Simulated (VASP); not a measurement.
MgZrC, 3 atoms in the cell. The structure is hexagonal, space group P-6m2 (No. 187). Conventional cell: a = 4.453 Å, b = 4.453 Å, c = 2.843 Å, α = 90.00°, β = 90.00°, γ = 120.00°. Mg (site symmetry -6m2) has 3 Zr at 2.57 Å and 2 Mg at 2.84 Å and 6 C at 2.94 Å within 3.4 Å. Within 3.4 Å of Zr (site symmetry -6m2) lie 3 Mg at 2.57 Å and 2 Zr at 2.84 Å and 6 C at 2.94 Å. Within 3.7 Å of C (site symmetry -6m2) lie 2 C at 2.84 Å and 6 Mg at 2.94 Å and 6 Zr at 2.94 Å. The cell was generated, and may not be a known phase.

* Program: VASP 6.6.1
* Task: relaxation of cell and atoms
* Functional: PBE
* Potentials or basis: VASP PAW PBE potentials, release 64 (Mg, Zr_sv, C)
* Cutoff: 600 eV
* k mesh: 12 × 12 × 16
* Occupations: gaussian, width 0.1 eV
* Spin: no spin polarisation
* Dipole correction: no
* Further INCAR settings: ALGO = Normal; EDIFF = 1e-06; IBRION = 2; EDIFFG = -0.01; NSW = 100; ISIF = 3

Potentials or basis: VASP PAW PBE potentials, release 64 (Mg, Zr_sv, C).

Launch:

```bash
$ cat potpaw_PBE.64/Mg/POTCAR potpaw_PBE.64/Zr_sv/POTCAR potpaw_PBE.64/C/POTCAR > POTCAR
$ mpirun -np 1 vasp_std > vasp.out
```

Hardware: 1 thread of Intel(R) Xeon(R) 6975P-C (Granite Rapids) (shared host).

Task: How long does it take, and how much memory?

Result: It took 2.5 min on 1 thread of Intel(R) Xeon(R) 6975P-C (Granite Rapids), with other jobs on the host, peak memory 0.32 GiB. Counts: scf iterations 39, k points 171, ion steps 5.
